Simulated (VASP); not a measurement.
Input of a VASP 6.6.1 run:

File INCAR:

```
PREC = Accurate
ENCUT = 520
EDIFF = 1E-7
ISMEAR = 0
SIGMA = 0.1
LREAL = F
LASPH = T
NELM = 150
ALGO = Normal
ISIF = 2
LWAVE = F
LCHARG = T
ISPIN = 2
MAGMOM = 0 -3 -3 0
LORBIT = 11
LMAXMIX = 4
GGA = PE
LELF = T
LVHAR = T
NBANDS = 28
```

KPOINTS

```
Automatic mesh
0
Gamma
  6 6 6
```

POSCAR

```
AlCr2C
1.0
    3.8792143319     -0.0000000025      0.0000000000
   -1.9396071637      3.3594981594      0.0000000000
    0.0000000000      0.0000000000      3.8989049723
Al Cr C
1 2 1
Direct
    0.3333333333      0.6666666667      0.5000000000
    0.0000000000      0.0000000000      0.0000000000
    0.6666666667      0.3333333333      0.0000000000
    0.0000000000      0.0000000000      0.5000000000
```

Potentials or basis: VASP PAW PBE potentials, release 64 (Al, Cr_pv, C).

The run is started by

```sh
$ cat potpaw_PBE.64/Al/POTCAR potpaw_PBE.64/Cr_pv/POTCAR potpaw_PBE.64/C/POTCAR > POTCAR
$ mpirun -np 1 vasp_std > vasp.out
```

Problem. Estimate the site moments.

Solution. Al -0.02; Cr +1.01, -2.54; C -0.09 μB.

Problem. Predict the pressure.

Solution. 0.2 GPa.

Problem. Predict the net moment.

Solution. -1.93 μB per cell.

Stress tensor (GPa, compression positive):
```
0.17 0.00 0.00
0.00 0.17 0.00
0.00 0.00 0.37
```
